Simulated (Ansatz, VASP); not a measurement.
# One calculation of ZrHg3, two programs

```
CELL_PARAMETERS angstrom
4.42264 0.00000 0.00000
0.00000 4.42264 0.00000
0.00000 0.00000 4.42264
ATOMIC_POSITIONS crystal
Zr 0.00000 0.00000 0.00000
Hg 0.00000 0.50000 0.50000
Hg 0.50000 0.00000 0.50000
Hg 0.50000 0.50000 0.00000
```

Change from the starting cell: volume scaled by 1.04.

Alike in both runs: task single point; functional PBEsol; k mesh 8 × 8 × 8; occupations fermi-dirac, width 0.05 eV; no spin polarisation.

```csv
,VASP,Ansatz
version,VASP 6.6.1,Ansatz 0.2.0
potentials or method,"VASP PAW PBE potentials, release 64 (Zr_sv, Hg), cutoff 520 eV","all-electron LAPW, scalar-relativistic"
```

Ansatz gave:

```
pressure (GPa) : -3.8
```

Problem. What did VASP give for the same quantities?

Solution. Pressure (GPa): -3.4.

VASP's potentials were made for PBE, not for PBEsol. Ansatz ran all-electron here, and VASP with PAW potentials.

Neither program's run includes spin-orbit coupling.
